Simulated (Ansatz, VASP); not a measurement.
# One calculation of Pd, two programs

File INCAR:

```
SYSTEM = Pd
ALGO = Normal
EDIFF = 1E-6
EDIFFG = -0.01
ENCUT = 600
GGA = PE
IBRION = 2
ISIF = 3
ISMEAR = 0
LASPH = .True.
LCHARG = .False.
LREAL = .False.
LWAVE = .False.
NELM = 80
NSW = 100
PREC = Accurate
SIGMA = 0.1
```

Contents of KPOINTS:

```
k-points
0
Gamma
  24 24 24
  0 0 0
```

Contents of POSCAR:

```
Pd
1.0
    0.0000000000      1.9691284583      1.9691284583
    1.9691284583      0.0000000000      1.9691284583
    1.9691284583      1.9691284583      0.0000000000
Pd
1
Direct
    0.0000000000      0.0000000000      0.0000000000
```

Input for Ansatz:

```yaml
crystal:
  lattice:
    - [0.0, 1.9691284583, 1.9691284583]
    - [1.9691284583, 0.0, 1.9691284583]
    - [1.9691284583, 1.9691284583, 0.0]
  atoms:
    - { symbol: Pd, position: [0.0, 0.0, 0.0] }
basis:
  ecutwfc: 420
kpoints:
  mp_grid: { grid: [24, 24, 24] }
hamiltonian:
  xc: pbe
scf:
  occupations: { method: gaussian, width: 0.1 }
output:
  forces: true
  stress: true
  eigenvalues: true
relax:
  adjacent_minimum: "off"
  f_tol: 0.01
  max_steps: 80
  cell: { stress_tol: 0.05 }
```

Alike in both runs: task relaxation of cell and atoms; functional PBE; k mesh 24 × 24 × 24; occupations gaussian, width 0.1 eV; no spin polarisation.

|  | VASP | Ansatz |
| --- | --- | --- |
| version | VASP 6.6.1 | Ansatz 0.2.0 |
| potentials or method | VASP PAW PBE potentials, release 64 (Pd), cutoff 600 eV | scalar-relativistic, plane waves, PAW |
| valence electrons in the cell | 10 | 18 |

```tsv
	VASP	Ansatz	Ansatz less VASP
gap on the k mesh at the Fermi level, each at its own relaxed structure (eV)	none	none	-
relaxed volume (Å³/atom)	15.29	15.32	+0.032
relaxed cell length with the largest relative difference (Å)	2.786	2.788	+0.0020
```

A gap of «none» marks a metal or a gap that the smearing closes. VASP's potentials hold 10 valence electrons a cell and Ansatz's 18, so a difference there can come from the potentials and not from the codes.
